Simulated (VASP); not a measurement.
# In (Fd-3m) in VASP: a series of runs

Runs on In. Level: LDA. Tasks: single point.

Everything below comes from runs of VASP 6.6.1. Logs are shortened: lines on timing, memory, paths and dates and some standing lists are left out, and cuts for length are marked.

## (1) The cell of the first run

The structure is cubic, space group Fd-3m (No. 227). Conventional cell: a = 6.464 Å, b = 6.464 Å, c = 6.464 Å, α = 90.00°, β = 90.00°, γ = 90.00°. In (site symmetry -43m) has 4 In at 2.80 Å within 3.7 Å.

## (2) Single point, LDA

Input file INCAR:

```
  ALGO = Normal
  EDIFF = 1E-7
  ENCUT = 520
  GGA = CA
  ISIF = 2
  ISMEAR = -1
  LASPH = T
  LCHARG = F
  LREAL = F
  LWAVE = F
  NBANDS = 20
  NELM = 80
  PREC = Accurate
  SIGMA = 0.1
```

Input file KPOINTS:

```
k-points
0
Gamma
  8 8 8
```

Input file POSCAR:

```
In
1.0
    0.0000000000      3.2318361818      3.2318361818
    3.2318361818      0.0000000000      3.2318361818
    3.2318361818      3.2318361818      0.0000000000
In
2
Direct
    0.1250000000      0.1250000000      0.1250000000
    0.8750000000      0.8750000000      0.8750000000
```

Potentials or basis: VASP PAW LDA potentials, release 64 (In_d).

On the command line:

```bash
cat potpaw_LDA.64/In_d/POTCAR > POTCAR
mpirun -np 1 vasp_std > vasp.out
```

OUTCAR:

```text
EDIFF = 1E-7
   ENCUT = 520
   GGA = CA
   ISIF = 2
   ISMEAR = -1
   LASPH = T
   LREAL = F
   NELM = 80
   PREC = Accurate

 ion  position               nearest neighbor table
   1  0.125  0.125  0.125-   2 2.80   2 2.80   2 2.80   2 2.80
   2  0.875  0.875  0.875-   1 2.80   1 2.80   1 2.80   1 2.80

  LATTYP: Found a face centered cubic cell.
 ALAT       =     6.4636723636

  Lattice vectors:

 A1 = (   0.0000000000,   3.2318361818,   3.2318361818)
 A2 = (   3.2318361818,   0.0000000000,   3.2318361818)
 A3 = (   3.2318361818,   3.2318361818,   0.0000000000)

Analysis of symmetry for initial positions (statically):
=====================================================================
 Subroutine PRICEL returns:
 Original cell was already a primitive cell.

 Routine SETGRP: Setting up the symmetry group for a
 face centered cubic supercell.

 Subroutine GETGRP returns: Found 48 space group operations
 (whereof 12 operations were pure point group operations)
 out of a pool of 48 trial point group operations.

The static configuration has the point symmetry D_3d.
 The point group associated with its full space group is O_h .

Analysis of symmetry for dynamics (positions and initial velocities):
=====================================================================
 Subroutine PRICEL returns:
 Original cell was already a primitive cell.

 Routine SETGRP: Setting up the symmetry group for a
 face centered cubic supercell.

 Subroutine GETGRP returns: Found 48 space group operations
 (whereof 12 operations were pure point group operations)
 out of a pool of 48 trial point group operations.

The dynamic configuration has the point symmetry D_3d.
 The point group associated with its full space group is O_h .

 Subroutine INISYM returns: Found 48 space group operations
 (whereof 12 operations are pure point group operations),
 and found     1 'primitive' translations

----------------------------------------------------------------------------------------

                                     Primitive cell

  volume of cell :      67.5115

  direct lattice vectors                    reciprocal lattice vectors
     0.000000000  3.231836182  3.231836182    -0.154710812  0.154710812  0.154710812
     3.231836182  0.000000000  3.231836182     0.154710812 -0.154710812  0.154710812
     3.231836182  3.231836182  0.000000000     0.154710812  0.154710812 -0.154710812
[... 79 lines left out ...]
   LNONCOLLINEAR =      F non collinear calculations
   LSORBIT =      F    spin-orbit coupling
   LASPH  =      T    aspherical Exc in radial PAW
   ENCUT  =  520.0 eV  38.22 Ry    6.18 a.u.   8.50  8.50  8.50*2*pi/ulx,y,z
   NELM   =     80;   NELMIN=  2; NELMDL= -5     # of ELM steps
   EDIFF  = 0.1E-06   stopping-criterion for ELM
   LREAL  =      F    real-space projection
   EDIFFG = 0.1E-05   stopping-criterion for IOM
   NSW    =      0    number of steps for IOM
   IBRION =     -1    ionic relax: 0-MD 1-quasi-New 2-CG
   NFREE  =      0    steps in history (QN), initial steepest desc. (CG)
   ISIF   =      2    stress and relaxation
   ISYM   =      2    0-nonsym 1-usesym 2-fastsym
   POTIM  = 0.5000    time-step for ionic-motion
   TEBEG  =    0.0;   TEEND  =   0.0 temperature during run
   PSTRESS=    0.0 pullay stress
   NELECT =      26.0000    total number of electrons
   NUPDOWN=      -1.0000    fix difference up-down
   EMIN   =  10.00;   EMAX   =-10.00  energy-range for DOS
   EFERMI =   0.00;   METHOD = LEGACY
   ISMEAR =    -1;   SIGMA  =   0.10  broadening in eV -4-tet -1-fermi 0-gaus
   EFERMI_NEDOS =   21; number of points for ismear=-14 and -15
   IALGO  =     38    algorithm
   IMIX   =      4    mixing-type and parameters
     AMIX     =   0.40;   BMIX     =  1.00
     AMIX_MAG =   1.60;   BMIX_MAG =  1.00
  volume/ion in A,a.u.               =      33.76       227.80
  Fermi-wavevector in a.u.,A,eV,Ry     =   1.191077  2.250810 19.302111  1.418665
  Thomas-Fermi vector in A             =   2.327147
   LORBIT       =      0    0 simple, 1 ext, 2 COOP (PROOUT), +10 PAW based schemes
   GGA     = CA    functional components
   LHFCALC =     F    Hartree Fock is set to
   AEXX    =    0.0000 exact exchange contribution
   IVDW    =     0    specifies the selected vdW correction
   LEPSILON=     F    determine dielectric tensor
   LRPA    =     F    only Hartree local field effects (RPA)
 non-spin polarized calculation
  energy-cutoff  :      520.00
  volume of cell :       67.51
 maximum number of plane-waves:      1840
 NGX is ok and might be reduce to    36
   NGX = 17   NGY = 17   NGZ = 17

 number of electron      25.9999988 magnetization

 Free energy of the ion-electron system (eV)
  ---------------------------------------------------
  ext. energy  EPLUGINS =         0.00000000
  ---------------------------------------------------
  free energy    TOTEN  =        -5.70221608 eV

  energy without entropy =       -5.65288389  energy(sigma->0) =       -5.67754998

 E-fermi :   4.2222     XC(G=0):  -9.0905

 val. band max:        4.1671057287   @ k =  -0.3750   0.3750   0.0000
 cond. band min:       4.2616660938   @ k =   0.5000   0.1250   0.0000
 fundamental gap:      0.0945603651
 Fermi energy:         4.2221548266

 k-point     1 :       0.0000    0.0000    0.0000
  band No.  band energies     occupation
      1     -10.4183      2.00000
      2     -10.4183      2.00000
      3     -10.4183      2.00000
      4     -10.3395      2.00000
      5     -10.3395      2.00000
      6      -9.8221      2.00000
[... 541 lines left out ...]
     19      12.5801      0.00000
     20      14.0941      0.00000

 [... further k-points ...]

------------------------ aborting loop because EDIFF is reached ----------------------------------------

  FORCE on cell =-STRESS in cart. coord.  units (eV):
  Direction    XX          YY          ZZ          XY          YZ          ZX
  --------------------------------------------------------------------------------------
  -------------------------------------------------------------------------------------
  Total        0.0113684      0.0113684      0.0113684      0.0000000      0.0000000      0.0000000
  in kB        0.2697931      0.2697931      0.2697931      0.0000000      0.0000000      0.0000000
  external PRESSURE =       0.2697931 kB  Pullay stress =       0.0000000 kB

 VOLUME and BASIS-vectors are now :
 -----------------------------------------------------------------------------
  energy-cutoff  :      520.00
  volume of cell :       67.51
      direct lattice vectors                 reciprocal lattice vectors
     0.000000000  3.231836182  3.231836182    -0.154710812  0.154710812  0.154710812
     3.231836182  0.000000000  3.231836182     0.154710812 -0.154710812  0.154710812
     3.231836182  3.231836182  0.000000000     0.154710812  0.154710812 -0.154710812

 POSITION                                       TOTAL-FORCE (eV/Angst)
 -----------------------------------------------------------------------------------
      0.80796      0.80796      0.80796         0.000000     -0.000000     -0.000000
      5.65571      5.65571      5.65571        -0.000000      0.000000      0.000000
 -----------------------------------------------------------------------------------
    total drift:                                0.000000      0.000000      0.000000

  FREE ENERGIE OF THE ION-ELECTRON SYSTEM (eV)
  ---------------------------------------------------
  free  energy   TOTEN  =        -5.7022160772 eV

  energy  without entropy=       -5.6528838880  energy(sigma->0) =       -5.67754998
```

stdout:

```text
POSCAR found type information on POSCAR In
 POSCAR found :  1 types and       2 ions
 scaLAPACK will be used
 LDA part: xc-table for (Slater(with rela. corr.)+CA(PZ))
 , standard interpolation
 POSCAR, INCAR and KPOINTS ok, starting setup
 FFT: planning ... GRIDC
 FFT: planning ... GRID_SOFT
 FFT: planning ... GRID
 WAVECAR not read
 entering main loop
```

It took 12 s on 1 thread of Intel Xeon 6975P-C (Granite Rapids), shared host; peak memory 0.18 GiB.

Results:

```yaml
Free_energy: -5.7022 eV
Pressure: 0.0 GPa
Band_gap_on_the_k_mesh: zero (band 13 reaches 6.81 eV, above the bottom of band 14 at 2.98 eV)
```

Caveat: spin-orbit coupling is left out, which moves the levels of the heavy elements.

## (3) Single point, LDA (volume scaled by 0.88)

Input file INCAR:

```
SYSTEM = In
PREC = Accurate
ENCUT = 520
EDIFF = 1E-6
ISMEAR = -1
SIGMA = 0.1
LREAL = .False.
LASPH = .True.
NELM = 100
ALGO = Normal
ISIF = 2
LWAVE = .False.
LCHARG = .False.
GGA = CA
NBANDS = 20
```

Input file KPOINTS:

```
Automatic mesh
0
Gamma
  10 10 10
  0 0 0
```

Input file POSCAR:

```
In
1.0
    0.0000000000      3.0970168113      3.0970168113
    3.0970168113      0.0000000000      3.0970168113
    3.0970168113      3.0970168113      0.0000000000
In
2
Direct
    0.1250000000      0.1250000000      0.1250000000
    0.8750000000      0.8750000000      0.8750000000
```

Potentials or basis: VASP PAW LDA potentials, release 64 (In_d).

On the command line:

```bash
cat potpaw_LDA.64/In_d/POTCAR > POTCAR
mpirun -np 1 vasp_std > vasp.out
```

OUTCAR:

```text
SYSTEM = In
   PREC = Accurate
   ENCUT = 520
   EDIFF = 1E-6
   ISMEAR = -1
   LREAL = .False.
   LASPH = .True.
   NELM = 100
   ISIF = 2
   GGA = CA

 ion  position               nearest neighbor table
   1  0.125  0.125  0.125-   2 2.68   2 2.68   2 2.68   2 2.68
   2  0.875  0.875  0.875-   1 2.68   1 2.68   1 2.68   1 2.68

  LATTYP: Found a face centered cubic cell.
 ALAT       =     6.1940336226

  Lattice vectors:

 A1 = (   0.0000000000,   3.0970168113,   3.0970168113)
 A2 = (   3.0970168113,   0.0000000000,   3.0970168113)
 A3 = (   3.0970168113,   3.0970168113,   0.0000000000)

Analysis of symmetry for initial positions (statically):
=====================================================================
 Subroutine PRICEL returns:
 Original cell was already a primitive cell.

 Routine SETGRP: Setting up the symmetry group for a
 face centered cubic supercell.

 Subroutine GETGRP returns: Found 48 space group operations
 (whereof 12 operations were pure point group operations)
 out of a pool of 48 trial point group operations.

The static configuration has the point symmetry D_3d.
 The point group associated with its full space group is O_h .

Analysis of symmetry for dynamics (positions and initial velocities):
=====================================================================
 Subroutine PRICEL returns:
 Original cell was already a primitive cell.

 Routine SETGRP: Setting up the symmetry group for a
 face centered cubic supercell.

 Subroutine GETGRP returns: Found 48 space group operations
 (whereof 12 operations were pure point group operations)
 out of a pool of 48 trial point group operations.

The dynamic configuration has the point symmetry D_3d.
 The point group associated with its full space group is O_h .

 Subroutine INISYM returns: Found 48 space group operations
 (whereof 12 operations are pure point group operations),
 and found     1 'primitive' translations

----------------------------------------------------------------------------------------

                                     Primitive cell

  volume of cell :      59.4102

  direct lattice vectors                    reciprocal lattice vectors
     0.000000000  3.097016811  3.097016811    -0.161445685  0.161445685  0.161445685
     3.097016811  0.000000000  3.097016811     0.161445685 -0.161445685  0.161445685
     3.097016811  3.097016811  0.000000000     0.161445685  0.161445685 -0.161445685

  length of vectors
     4.379843177  4.379843177  4.379843177     0.279632129  0.279632129  0.279632129

  position of ions in fractional coordinates (direct lattice)
     0.125000000  0.125000000  0.125000000
     0.875000000  0.875000000  0.875000000

  ion indices of the primitive-cell ions
   primitive index   ion index
                 1           1
                 2           2

----------------------------------------------------------------------------------------

 KPOINTS: Automatic mesh

Automatic generation of k-mesh.
 Grid dimensions read from file:
 generate k-points for:   10   10   10

 Generating k-lattice:

  Cartesian coordinates                     Fractional coordinates (reciprocal lattice)
    -0.016144568  0.016144568  0.016144568     0.100000000  0.000000000  0.000000000
     0.016144568 -0.016144568  0.016144568     0.000000000  0.100000000  0.000000000
     0.016144568  0.016144568 -0.016144568     0.000000000  0.000000000  0.100000000

  Length of vectors
     0.027963213  0.027963213  0.027963213

  Shift w.r.t. Gamma in fractional coordinates (k-lattice)
     0.000000000  0.000000000  0.000000000

 Subroutine IBZKPT returns following result:
 ===========================================

 Found     47 irreducible k-points:

 Following reciprocal coordinates:
            Coordinates               Weight
  0.000000  0.000000  0.000000      1.000000
  0.100000  0.000000  0.000000      8.000000
  0.200000  0.000000  0.000000      8.000000
  0.300000  0.000000  0.000000      8.000000
  0.400000  0.000000  0.000000      8.000000
  0.500000  0.000000  0.000000      4.000000
[... 16 lines left out ...]
  0.300000  0.300000  0.000000      6.000000
  0.400000  0.300000  0.000000     24.000000
 [... further k-points ...]
   k-points           NKPTS =     47   k-points in BZ     NKDIM =     47   number of bands    NBANDS=     20
   number of dos      NEDOS =    301   number of ions     NIONS =      2
   total plane-waves  NPLWV =  46656
   dimension x,y,z NGX =    36 NGY =   36 NGZ =   36
   dimension x,y,z NGXF=    72 NGYF=   72 NGZF=   72
   ions per type =               2
   NGX,Y,Z   is equivalent  to a cutoff of  13.66, 13.66, 13.66 a.u.
   NGXF,Y,Z  is equivalent  to a cutoff of  27.33, 27.33, 27.33 a.u.
 SYSTEM =  In
   PREC   = accura    normal or accurate (medium, high low for compatibility)
   ISTART =      0    job   : 0-new  1-cont  2-samecut
   ICHARG =      2    charge: 1-file 2-atom 10-const
   ISPIN  =      1    spin polarized calculation?
   LNONCOLLINEAR =      F non collinear calculations
   LSORBIT =      F    spin-orbit coupling
   LASPH  =      T    aspherical Exc in radial PAW
   ENCUT  =  520.0 eV  38.22 Ry    6.18 a.u.   8.14  8.14  8.14*2*pi/ulx,y,z
   NELM   =    100;   NELMIN=  2; NELMDL= -5     # of ELM steps
   EDIFF  = 0.1E-05   stopping-criterion for ELM
   LREAL  =      F    real-space projection
   EDIFFG = 0.1E-04   stopping-criterion for IOM
   NSW    =      0    number of steps for IOM
   IBRION =     -1    ionic relax: 0-MD 1-quasi-New 2-CG
   NFREE  =      0    steps in history (QN), initial steepest desc. (CG)
   ISIF   =      2    stress and relaxation
   ISYM   =      2    0-nonsym 1-usesym 2-fastsym
   POTIM  = 0.5000    time-step for ionic-motion
   TEBEG  =    0.0;   TEEND  =   0.0 temperature during run
   PSTRESS=    0.0 pullay stress
   NELECT =      26.0000    total number of electrons
   NUPDOWN=      -1.0000    fix difference up-down
   EMIN   =  10.00;   EMAX   =-10.00  energy-range for DOS
   EFERMI =   0.00;   METHOD = LEGACY
   ISMEAR =    -1;   SIGMA  =   0.10  broadening in eV -4-tet -1-fermi 0-gaus
   EFERMI_NEDOS =   21; number of points for ismear=-14 and -15
   IALGO  =     38    algorithm
   IMIX   =      4    mixing-type and parameters
     AMIX     =   0.40;   BMIX     =  1.00
     AMIX_MAG =   1.60;   BMIX_MAG =  1.00
  volume/ion in A,a.u.               =      29.71       200.46
  Fermi-wavevector in a.u.,A,eV,Ry     =   1.242927  2.348792 21.019208  1.544868
  Thomas-Fermi vector in A             =   2.377260
   LORBIT       =      0    0 simple, 1 ext, 2 COOP (PROOUT), +10 PAW based schemes
   GGA     = CA    functional components
   LHFCALC =     F    Hartree Fock is set to
   AEXX    =    0.0000 exact exchange contribution
   IVDW    =     0    specifies the selected vdW correction
   LEPSILON=     F    determine dielectric tensor
   LRPA    =     F    only Hartree local field effects (RPA)
 non-spin polarized calculation
  energy-cutoff  :      520.00
  volume of cell :       59.41
 maximum number of plane-waves:      1639
 NGX is ok and might be reduce to    36
   NGX = 17   NGY = 17   NGZ = 17

 number of electron      25.9999994 magnetization

 Free energy of the ion-electron system (eV)
  ---------------------------------------------------
  ext. energy  EPLUGINS =         0.00000000
  ---------------------------------------------------
  free energy    TOTEN  =        -5.57106511 eV

  energy without entropy =       -5.53073902  energy(sigma->0) =       -5.55090207

 E-fermi :   5.3795     XC(G=0):  -9.6552

 val. band max:        5.3334169583   @ k =   0.5000   0.3000   0.1000
 cond. band min:       5.4400765639   @ k =   0.2000   0.1000   0.0000
 fundamental gap:      0.1066596056
 Fermi energy:         5.3795021798

 k-point     1 :       0.0000    0.0000    0.0000
  band No.  band energies     occupation
      1      -9.4896      2.00000
      2      -9.4896      2.00000
      3      -9.4896      2.00000
      4      -9.3939      2.00000
      5      -9.3939      2.00000
      6      -8.7047      2.00000
[... 12 lines left out ...]
     19      12.1134      0.00000
     20      15.1700      0.00000
[... 507 lines left out ...]
 k-point    24 :       0.4000    0.3000    0.0000
  band No.  band energies     occupation
      1      -9.5937      2.00000
      2      -9.5679      2.00000
      3      -9.4732      2.00000
      4      -9.1713      2.00000
      5      -9.1460      2.00000
      6      -9.0287      2.00000
[... 12 lines left out ...]
     19      17.1571      0.00000
     20      17.2854      0.00000

 [... further k-points ...]

------------------------ aborting loop because EDIFF is reached ----------------------------------------

  FORCE on cell =-STRESS in cart. coord.  units (eV):
  Direction    XX          YY          ZZ          XY          YZ          ZX
  --------------------------------------------------------------------------------------
  -------------------------------------------------------------------------------------
  Total        2.1398631      2.1398631      2.1398631      0.0000000      0.0000000      0.0000000
  in kB       57.7079809     57.7079809     57.7079809      0.0000000      0.0000000      0.0000000
  external PRESSURE =      57.7079809 kB  Pullay stress =       0.0000000 kB

 VOLUME and BASIS-vectors are now :
 -----------------------------------------------------------------------------
  energy-cutoff  :      520.00
  volume of cell :       59.41
      direct lattice vectors                 reciprocal lattice vectors
     0.000000000  3.097016811  3.097016811    -0.161445685  0.161445685  0.161445685
     3.097016811  0.000000000  3.097016811     0.161445685 -0.161445685  0.161445685
     3.097016811  3.097016811  0.000000000     0.161445685  0.161445685 -0.161445685

 POSITION                                       TOTAL-FORCE (eV/Angst)
 -----------------------------------------------------------------------------------
      0.77425      0.77425      0.77425        -0.000000     -0.000000      0.000000
      5.41978      5.41978      5.41978         0.000000      0.000000     -0.000000
 -----------------------------------------------------------------------------------
    total drift:                                0.000000      0.000000      0.000000

  FREE ENERGIE OF THE ION-ELECTRON SYSTEM (eV)
  ---------------------------------------------------
  free  energy   TOTEN  =        -5.5710651118 eV

  energy  without entropy=       -5.5307390192  energy(sigma->0) =       -5.55090207
```

stdout:

```text
POSCAR found type information on POSCAR In
 POSCAR found :  1 types and       2 ions
 scaLAPACK will be used
 LDA part: xc-table for (Slater(with rela. corr.)+CA(PZ))
 , standard interpolation
 POSCAR, INCAR and KPOINTS ok, starting setup
 FFT: planning ... GRIDC
 FFT: planning ... GRID_SOFT
 FFT: planning ... GRID
 WAVECAR not read
 entering main loop
```

Wall time 19 s (1 thread of Intel Xeon 6975P-C (Granite Rapids), shared host); peak memory 0.19 GiB.

Results:

* Free energy: -5.5711 eV
* Pressure: 5.8 GPa
* Band gap on the k mesh: zero (band 13 reaches 8.38 eV, above the bottom of band 14 at 3.94 eV)

Caveat: spin-orbit coupling is left out, which moves the levels of the heavy elements.
